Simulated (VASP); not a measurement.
Crystal: TiSn2Te4.

```
Ti Sn Te
1.0
     4.35692   -6.03946    0.00000
     4.35692    6.03946    0.00000
     0.00000    0.00000    4.12549
Ti Sn Te
1 2 4
Direct
  0.00000 0.00000 0.00000
  0.50000 0.00000 0.50000
  0.00000 0.50000 0.50000
  0.22910 0.77090 0.00000
  0.77090 0.22910 0.00000
  0.21733 0.21733 0.50000
  0.78267 0.78267 0.50000
```

| Quantity | Value |
| --- | --- |
| Program | VASP 6.6.1 |
| Task | relaxation of cell and atoms |
| Functional | PBE |
| Potentials or basis | VASP PAW PBE potentials, release 64 (Ti_sv, Sn_d, Te) |
| Cutoff | 600 eV |
| k mesh | 3 × 3 × 4 |
| Occupations | gaussian, width 0.2 eV |
| Spin | no spin polarisation |

At the start: pressure 4.5 GPa; volume 31.02 Å³/atom.

Question: How do energy, volume and symmetry change on relaxing?

Answer: Over 7 steps the energy falls by 37.6 meV/atom and the volume is 33.97 Å³/atom (+9.5 %); space group Cmmm (No. 65, to 0.05 Å).

Step by step:
```tsv
step	energy change (eV)	largest force (eV/Å)	pressure (GPa)	volume (Å³)
1	0.0000	0.4982	4.48	217.11
2	-0.1868	0.4434	-1.74	245.51
3	-0.2498	0.1656	0.04	235.26
4	-0.2535	0.1516	0.04	235.64
5	-0.2599	0.1085	0.07	236.79
6	-0.2605	0.0908	0.08	237.25
7	-0.2629	0.0620	0.04	237.79
```

Final structure:
```
CELL_PARAMETERS angstrom
4.56467 -6.16058 0.00000
4.56467 6.16058 0.00000
0.00000 0.00000 4.22793
ATOMIC_POSITIONS crystal
Ti 0.00000 0.00000 0.00000
Sn 0.50000 0.00000 0.50000
Sn 0.00000 0.50000 0.50000
Te 0.22862 0.77138 0.00000
Te 0.77138 0.22862 0.00000
Te 0.21411 0.21411 0.50000
Te 0.78589 0.78589 0.50000
```

Caveat: the k points lie up to 0.37 Å⁻¹ apart in the final cell; the relaxation stopped at a loose force limit of 0.08 eV/Å, so its end isn't a converged minimum.
